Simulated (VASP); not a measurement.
Set up this calculation in VASP 6.6.1, as the native input.

* Task: single point
* Functional: LDA
* Potentials or basis: VASP PAW LDA potentials, release 64 (Ge_d)
* Cutoff: 520 eV
* k mesh: 15 × 15 × 15
* Occupations: fermi-dirac, width 0.1 eV
* Spin: no spin polarisation
* Dipole correction: no
* Further INCAR settings: ALGO = Normal; EDIFF = 1e-06; NBANDS = 21

The structure of Ge lies in POSCAR:

```
Ge
1.0
    0.0000000000      2.0844645549      2.0844645549
    2.0844645549      0.0000000000      2.0844645549
    2.0844645549      2.0844645549      0.0000000000
Ge
2
Direct
   -0.1250000000     -0.1250000000     -0.1250000000
    0.1250000000      0.1250000000      0.1250000000
```

The input as run:

INCAR

```
PREC = Accurate
ENCUT = 520
EDIFF = 1E-6
ISMEAR = -1
SIGMA = 0.1
LREAL = F
LASPH = T
NELM = 100
ALGO = Normal
ISIF = 2
LWAVE = F
LCHARG = T
GGA = CA
LELF = T
LVHAR = T
NBANDS = 21
```

KPOINTS

```
Automatic mesh
0
Gamma
  15 15 15
```

Potentials or basis: VASP PAW LDA potentials, release 64 (Ge_d).

Run with:

```bash
$ cat potpaw_LDA.64/Ge_d/POTCAR > POTCAR
$ mpirun -np 1 vasp_std > vasp.out
```

Results of the run:

The pressure is 504.9 GPa and the band gap on the k mesh is zero (band 14 reaches 20.17 eV, above the bottom of band 15 at 17.78 eV).

It took 35 s on 1 thread of Intel(R) Xeon(R) Platinum 8488C (Sapphire Rapids) (shared host), peak memory 0.15 GiB.
